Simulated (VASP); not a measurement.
The system is ZnRe.

```
Re Zn
1.0
     2.74822    0.00000    0.00000
    -1.37411    2.38003    0.00000
     0.00000    0.00000    4.49407
Re Zn
1 1
Direct
  0.33333 0.66667 0.50000
  0.00000 0.00000 0.00000
```

Base run:

| Quantity | Value |
| --- | --- |
| Program | VASP 6.6.1 |
| Functional | PBE |
| Potentials or basis | VASP PAW PBE potentials, release 64 (Re, Zn) |
| Cutoff | 520 eV |
| k mesh | 9 × 9 × 5 |
| Occupations | fermi-dirac, width 0.05 eV |
| Spin | no spin polarisation |

Its results: pressure -1.4 GPa.

The run is repeated on the same cell with these changes: potentials or basis from VASP PAW PBE potentials, release 64 (Re, Zn) to VASP PAW PBE potentials, release 64 (Re_sv_GW, Zn); cutoff from 520 eV to 500 eV; further incar settings from ALGO = Normal; EDIFF = 1e-06; NBANDS = 16 to ALGO = Normal; EDIFF = 1e-06; NBANDS = 20; valence electrons from 19 to 27. What comes out?

Pressure -2.1 GPa.
